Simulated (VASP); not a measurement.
# Ag (Fm-3m) in VASP: a series of runs

The runs below take Ag through single point, with LDA.

All numbers are computed with VASP 6.6.1; they aren't measurements. Logs are shortened: lines on timing, memory, paths and dates and some standing lists are left out, and cuts for length are marked.

## (1) The cell of the first run

The structure is cubic, space group Fm-3m (No. 225). Conventional cell: a = 3.715 Å, b = 3.715 Å, c = 3.715 Å, α = 90.00°, β = 90.00°, γ = 90.00°. Ag (site symmetry m-3m) has 12 Ag at 2.63 Å within 3.5 Å.

## (2) Single point, LDA (volume scaled by 0.8)

The input, INCAR:

```
SYSTEM = Ag
ALGO     = Normal         ! electronic algorithm
EDIFF    = 1E-7           ! SCF threshold, eV
ENCUT    = 520            ! plane-wave cutoff, eV
GGA      = CA             ! functional
ISIF     = 2              ! what is computed and relaxed
ISMEAR   = -1             ! smearing method
LASPH    = .TRUE.         ! aspherical terms in the spheres
LCHARG   = .FALSE.        ! write CHGCAR
LREAL    = .FALSE.        ! projectors in reciprocal space
LWAVE    = .FALSE.        ! write WAVECAR
NBANDS   = 12             ! bands
NELM     = 100            ! most SCF steps
PREC     = Accurate       ! precision mode
SIGMA    = 0.08           ! smearing width, eV
```

The input, KPOINTS:

```
k-points
0
G
  18 18 18
  0 0 0
```

The input, POSCAR:

```
Ag
1.0
    0.0000000000      1.8575223434      1.8575223434
    1.8575223434      0.0000000000      1.8575223434
    1.8575223434      1.8575223434      0.0000000000
Ag
1
Direct
    0.0000000000      0.0000000000      0.0000000000
```

Potentials or basis: VASP PAW LDA potentials, release 64 (Ag).

The run is started by

```bash
cat potpaw_LDA.64/Ag/POTCAR > POTCAR
mpirun -np 1 vasp_std > vasp.out
```

OUTCAR:

```text
SYSTEM = Ag
   EDIFF = 1E-7
   ENCUT = 520
   GGA = CA
   ISIF = 2
   ISMEAR = -1
   LASPH = .TRUE.
   LREAL = .FALSE.
   NELM = 100
   PREC = Accurate

 ion  position               nearest neighbor table
   1  0.000  0.000  0.000-

  LATTYP: Found a face centered cubic cell.
 ALAT       =     3.7150446868

  Lattice vectors:

 A1 = (   0.0000000000,   1.8575223434,   1.8575223434)
 A2 = (   1.8575223434,   0.0000000000,   1.8575223434)
 A3 = (   1.8575223434,   1.8575223434,   0.0000000000)

Analysis of symmetry for initial positions (statically):
=====================================================================
 Subroutine PRICEL returns:
 Original cell was already a primitive cell.

 Routine SETGRP: Setting up the symmetry group for a
 face centered cubic supercell.

 Subroutine GETGRP returns: Found 48 space group operations
 (whereof 48 operations were pure point group operations)
 out of a pool of 48 trial point group operations.

The static configuration has the point symmetry O_h .

Analysis of symmetry for dynamics (positions and initial velocities):
=====================================================================
 Subroutine PRICEL returns:
 Original cell was already a primitive cell.

 Routine SETGRP: Setting up the symmetry group for a
 face centered cubic supercell.

 Subroutine GETGRP returns: Found 48 space group operations
 (whereof 48 operations were pure point group operations)
 out of a pool of 48 trial point group operations.

The dynamic configuration has the point symmetry O_h .

 Subroutine INISYM returns: Found 48 space group operations
 (whereof 48 operations are pure point group operations),
 and found     1 'primitive' translations

----------------------------------------------------------------------------------------

                                     Primitive cell

  volume of cell :      12.8184

  direct lattice vectors                    reciprocal lattice vectors
     0.000000000  1.857522343  1.857522343    -0.269175766  0.269175766  0.269175766
     1.857522343  0.000000000  1.857522343     0.269175766 -0.269175766  0.269175766
     1.857522343  1.857522343  0.000000000     0.269175766  0.269175766 -0.269175766

  length of vectors
     2.626933290  2.626933290  2.626933290     0.466226103  0.466226103  0.466226103

  position of ions in fractional coordinates (direct lattice)
     0.000000000  0.000000000  0.000000000

  ion indices of the primitive-cell ions
   primitive index   ion index
                 1           1

----------------------------------------------------------------------------------------

 KPOINTS: k-points

Automatic generation of k-mesh.
 Grid dimensions read from file:
 generate k-points for:   18   18   18

 Generating k-lattice:

  Cartesian coordinates                     Fractional coordinates (reciprocal lattice)
    -0.014954209  0.014954209  0.014954209     0.055555556  0.000000000  0.000000000
     0.014954209 -0.014954209  0.014954209     0.000000000  0.055555556  0.000000000
     0.014954209  0.014954209 -0.014954209     0.000000000  0.000000000  0.055555556

  Length of vectors
     0.025901450  0.025901450  0.025901450

  Shift w.r.t. Gamma in fractional coordinates (k-lattice)
     0.000000000  0.000000000  0.000000000

 Subroutine IBZKPT returns following result:
 ===========================================

 Found    195 irreducible k-points:

 Following reciprocal coordinates:
            Coordinates               Weight
  0.000000  0.000000  0.000000      1.000000
  0.055556  0.000000  0.000000      8.000000
  0.111111  0.000000  0.000000      8.000000
  0.166667  0.000000  0.000000      8.000000
  0.222222  0.000000  0.000000      8.000000
  0.277778  0.000000  0.000000      8.000000
[... 16 lines left out ...]
 -0.277778  0.055556  0.000000     24.000000
 -0.222222  0.055556  0.000000     24.000000
 [... further k-points ...]
   k-points           NKPTS =    195   k-points in BZ     NKDIM =    195   number of bands    NBANDS=     12
   number of dos      NEDOS =    301   number of ions     NIONS =      1
   total plane-waves  NPLWV =   8000
   dimension x,y,z NGX =    20 NGY =   20 NGZ =   20
   dimension x,y,z NGXF=    40 NGYF=   40 NGZF=   40
   ions per type =               1
   NGX,Y,Z   is equivalent  to a cutoff of  12.66, 12.66, 12.66 a.u.
   NGXF,Y,Z  is equivalent  to a cutoff of  25.31, 25.31, 25.31 a.u.
 SYSTEM =  Ag
   PREC   = accura    normal or accurate (medium, high low for compatibility)
   ISTART =      0    job   : 0-new  1-cont  2-samecut
   ICHARG =      2    charge: 1-file 2-atom 10-const
   ISPIN  =      1    spin polarized calculation?
   LNONCOLLINEAR =      F non collinear calculations
   LSORBIT =      F    spin-orbit coupling
   LASPH  =      T    aspherical Exc in radial PAW
   ENCUT  =  520.0 eV  38.22 Ry    6.18 a.u.   4.88  4.88  4.88*2*pi/ulx,y,z
   NELM   =    100;   NELMIN=  2; NELMDL= -5     # of ELM steps
   EDIFF  = 0.1E-06   stopping-criterion for ELM
   LREAL  =      F    real-space projection
   EDIFFG = 0.1E-05   stopping-criterion for IOM
   NSW    =      0    number of steps for IOM
   IBRION =     -1    ionic relax: 0-MD 1-quasi-New 2-CG
   NFREE  =      0    steps in history (QN), initial steepest desc. (CG)
   ISIF   =      2    stress and relaxation
   ISYM   =      2    0-nonsym 1-usesym 2-fastsym
   POTIM  = 0.5000    time-step for ionic-motion
   TEBEG  =    0.0;   TEEND  =   0.0 temperature during run
   PSTRESS=    0.0 pullay stress
   NELECT =      11.0000    total number of electrons
   NUPDOWN=      -1.0000    fix difference up-down
   EMIN   =  10.00;   EMAX   =-10.00  energy-range for DOS
   EFERMI =   0.00;   METHOD = LEGACY
   ISMEAR =    -1;   SIGMA  =   0.08  broadening in eV -4-tet -1-fermi 0-gaus
   EFERMI_NEDOS =   21; number of points for ismear=-14 and -15
   IALGO  =     38    algorithm
   IMIX   =      4    mixing-type and parameters
     AMIX     =   0.40;   BMIX     =  1.00
     AMIX_MAG =   1.60;   BMIX_MAG =  1.00
  volume/ion in A,a.u.               =      12.82        86.50
  Fermi-wavevector in a.u.,A,eV,Ry     =   1.555709  2.939864 32.929232  2.420230
  Thomas-Fermi vector in A             =   2.659611
   LORBIT       =      0    0 simple, 1 ext, 2 COOP (PROOUT), +10 PAW based schemes
   GGA     = CA    functional components
   LHFCALC =     F    Hartree Fock is set to
   AEXX    =    0.0000 exact exchange contribution
   IVDW    =     0    specifies the selected vdW correction
   LEPSILON=     F    determine dielectric tensor
   LRPA    =     F    only Hartree local field effects (RPA)
 non-spin polarized calculation
  energy-cutoff  :      520.00
  volume of cell :       12.82
 maximum number of plane-waves:       355
   NGX =  9   NGY =  9   NGZ =  9

 number of electron      11.0000002 magnetization

 Free energy of the ion-electron system (eV)
  ---------------------------------------------------
  ext. energy  EPLUGINS =         0.00000000
  ---------------------------------------------------
  free energy    TOTEN  =        -3.32864387 eV

  energy without entropy =       -3.32336071  energy(sigma->0) =       -3.32600229

 E-fermi :  13.0069     XC(G=0): -14.3397

 val. band max:       12.9308512884   @ k =   0.4444   0.3889   0.0000
 cond. band min:      13.0439373656   @ k =   0.5000   0.3333   0.1667
 fundamental gap:      0.1130860771
 Fermi energy:        13.0069383565

 k-point     1 :       0.0000    0.0000    0.0000
  band No.  band energies     occupation
      1       2.6957      2.00000
      2       6.8061      2.00000
      3       6.8061      2.00000
      4       6.8061      2.00000
      5       8.5367      2.00000
      6       8.5367      2.00000
      7      29.1353      0.00000
      8      34.3908      0.00000
      9      34.3908      0.00000
     10      34.3908      0.00000
     11      40.2978      0.00000
     12      43.9386      0.00000

 k-point     2 :       0.0556    0.0000    0.0000
  band No.  band energies     occupation
      1       2.8191      2.00000
      2       6.7645      2.00000
      3       6.8488      2.00000
      4       6.8488      2.00000
      5       8.5164      2.00000
      6       8.5164      2.00000
      7      29.2664      0.00000
      8      33.5769      0.00000
      9      34.5345      0.00000
     10      34.5345      0.00000
     11      40.9632      0.00000
     12      43.3918      0.00000

 k-point     3 :       0.1111    0.0000    0.0000
  band No.  band energies     occupation
      1       3.1730      2.00000
      2       6.6644      2.00000
      3       6.9605      2.00000
      4       6.9605      2.00000
      5       8.4745      2.00000
      6       8.4745      2.00000
      7      29.5604      0.00000
      8      31.9144      0.00000
      9      34.9438      0.00000
     10      34.9438      0.00000
     11      40.6194      0.00000
     12      42.6827      0.00000

 k-point     4 :       0.1667    0.0000    0.0000
  band No.  band energies     occupation
      1       3.6931      2.00000
      2       6.5910      2.00000
      3       7.0851      2.00000
      4       7.0851      2.00000
      5       8.4707      2.00000
      6       8.4707      2.00000
      7      29.2593      0.00000
      8      30.6027      0.00000
      9      35.5440      0.00000
     10      35.5440      0.00000
     11      39.3212      0.00000
     12      41.2883      0.00000

 k-point     5 :       0.2222    0.0000    0.0000
  band No.  band energies     occupation
      1       4.2117      2.00000
      2       6.7345      2.00000
      3       7.1378      2.00000
      4       7.1378      2.00000
      5       8.5903      2.00000
      6       8.5903      2.00000
      7      27.4041      0.00000
      8      30.4330      0.00000
      9      36.1477      0.00000
     10      36.1477      0.00000
     11      38.7099      0.00000
     12      39.8345      0.00000
[... 228 lines left out ...]
      1       4.4501      2.00000
      2       6.7861      2.00000
      3       6.8841      2.00000
      4       9.0729      2.00000
      5       9.4810      2.00000
      6      10.9692      2.00000
      7      20.2586      0.00000
      8      28.8419      0.00000
      9      33.0246      0.00000
     10      34.5097      0.00000
     11      39.8944      0.00000
     12      40.1735      0.00000

 k-point    22 :      -0.3333    0.0556    0.0000
  band No.  band energies     occupation
      1       4.5490      2.00000
      2       6.8991      2.00000
      3       6.9854      2.00000
      4       8.3702      2.00000
      5       9.1187      2.00000
      6      10.0570      2.00000
      7      22.3030      0.00000
      8      29.3010      0.00000
      9      33.5522      0.00000
     10      35.8161      0.00000
     11      38.9995      0.00000
     12      39.5974      0.00000

 k-point    23 :      -0.2778    0.0556    0.0000
  band No.  band energies     occupation
      1       4.6001      2.00000
      2       6.9986      2.00000
      3       7.1069      2.00000
      4       7.4744      2.00000
      5       8.7321      2.00000
      6       9.4389      2.00000
      7      24.5321      0.00000
      8      29.8541      0.00000
      9      34.2487      0.00000
     10      37.4449      0.00000
     11      37.9231      0.00000
     12      38.7840      0.00000

 k-point    24 :      -0.2222    0.0556    0.0000
  band No.  band energies     occupation
      1       4.4407      2.00000
      2       6.7004      2.00000
      3       7.1810      2.00000
      4       7.1936      2.00000
      5       8.4170      2.00000
      6       9.0046      2.00000
      7      26.7607      0.00000
      8      30.2990      0.00000
      9      34.7306      0.00000
     10      37.3365      0.00000
     11      37.7108      0.00000
     12      39.4137      0.00000

 [... further k-points ...]
[... 5 lines left out ...]
  --------------------------------------------------------------------------------------
  -------------------------------------------------------------------------------------
  Total        4.6170907      4.6170907      4.6170907      0.0000000      0.0000000     -0.0000000
  in kB      577.0943951    577.0943951    577.0943951      0.0000000      0.0000000     -0.0000000
  external PRESSURE =     577.0943951 kB  Pullay stress =       0.0000000 kB

 VOLUME and BASIS-vectors are now :
 -----------------------------------------------------------------------------
  energy-cutoff  :      520.00
  volume of cell :       12.82
      direct lattice vectors                 reciprocal lattice vectors
     0.000000000  1.857522343  1.857522343    -0.269175766  0.269175766  0.269175766
     1.857522343  0.000000000  1.857522343     0.269175766 -0.269175766  0.269175766
     1.857522343  1.857522343  0.000000000     0.269175766  0.269175766 -0.269175766

 POSITION                                       TOTAL-FORCE (eV/Angst)
 -----------------------------------------------------------------------------------
      0.00000      0.00000      0.00000         0.000000     -0.000000      0.000000
 -----------------------------------------------------------------------------------
    total drift:                               -0.000000     -0.000000     -0.000000

  FREE ENERGIE OF THE ION-ELECTRON SYSTEM (eV)
  ---------------------------------------------------
  free  energy   TOTEN  =        -3.3286438679 eV

  energy  without entropy=       -3.3233607075  energy(sigma->0) =       -3.32600229
```

It took 30 s on 1 thread of AMD EPYC 7R13, shared host; peak memory 0.11 GiB.

Results:

| Property | Result |
| --- | --- |
| Free energy | -3.3286 eV |
| Pressure | 57.7 GPa |

Levels at points of the mesh, in eV from the Fermi level:
```
           k point  band 4  band 5  band 6  band 7  band 8  band 9
(0.00, 0.00, 0.00)   -6.20   -4.47   -4.47   16.13   21.38   21.38
(0.50, 0.00, 0.00)   -3.16   -3.16   -1.40    5.40   15.45   20.51
(0.50, 0.50, 0.00)   -2.81   -2.81    1.16    9.23   11.90   11.90
```

## (3) Single point, LDA (volume scaled by 0.94)

The input, INCAR:

```
ALGO = Normal
EDIFF = 1E-6
ENCUT = 520
GGA = CA
ISIF = 2
ISMEAR = -1
LASPH = T
LCHARG = F
LREAL = F
LWAVE = F
NBANDS = 12
NELM = 100
PREC = Accurate
SIGMA = 0.08
```

The input, KPOINTS:

```
k-points
0
Gamma
  18 18 18
```

The input, POSCAR:

```
Ag
1.0
    0.0000000000      1.9601080033      1.9601080033
    1.9601080033      0.0000000000      1.9601080033
    1.9601080033      1.9601080033      0.0000000000
Ag
1
Direct
    0.0000000000      0.0000000000      0.0000000000
```

Potentials or basis: VASP PAW LDA potentials, release 64 (Ag).

The run is started by

```bash
cat potpaw_LDA.64/Ag/POTCAR > POTCAR
mpirun -np 1 vasp_std > vasp.out
```

Wall time 50 s (1 thread of AMD EPYC 7R13, shared host); peak memory 0.13 GiB.

It converged, with:

```yaml
Free_energy: -3.7564 eV
Pressure: 10.4 GPa
```

Levels at points of the mesh, in eV from the Fermi level:
| k point | band 4 | band 5 | band 6 | band 7 | band 8 | band 9 |
| --- | --- | --- | --- | --- | --- | --- |
| (0.00, 0.00, 0.00) | -5.29 | -3.98 | -3.98 | 16.20 | 20.45 | 20.45 |
| (0.50, 0.00, 0.00) | -2.98 | -2.98 | -0.81 | 4.31 | 15.47 | 18.98 |
| (0.50, 0.50, 0.00) | -2.72 | -2.72 | 1.40 | 7.74 | 11.17 | 11.17 |
